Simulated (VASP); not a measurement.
**Sb: single point with LDA**

Sb:

```xyz
1
Lattice="-1.8039 1.8039 1.8039 1.8039 -1.8039 1.8039 1.8039 1.8039 -1.8039" Properties=species:S:1:pos:R:3 pbc="T T T"
Sb    0.0000    0.0000    0.0000
```

This cell differs from its parent crystal: volume scaled by 0.92.

```json
{
 "Program": "VASP 6.6.1",
 "Task": "single point",
 "Functional": "LDA",
 "Potentials or basis": "VASP PAW LDA potentials, release 64 (Sb)",
 "Cutoff": "520 eV",
 "k mesh": "13 × 13 × 13",
 "Occupations": "fermi-dirac, width 0.1 eV",
 "Spin": "no spin polarisation"
}
```

| Item | Value |
| --- | --- |
| Pressure | 7.0 GPa |

Levels at points of the mesh, in eV from the Fermi level:
```
           k point  band 1  band 2  band 3  band 4  band 5  band 6  band 7
(0.00, 0.00, 0.00)  -13.99    6.55    6.55    6.55   10.80   10.80   10.80
```

Wall time 4.4 s on 1 thread of Intel(R) Xeon(R) 6975P-C (Granite Rapids), on a shared host, peak memory 0.13 GiB.

Caveat: spin-orbit coupling is left out, which moves the levels of the heavy elements.
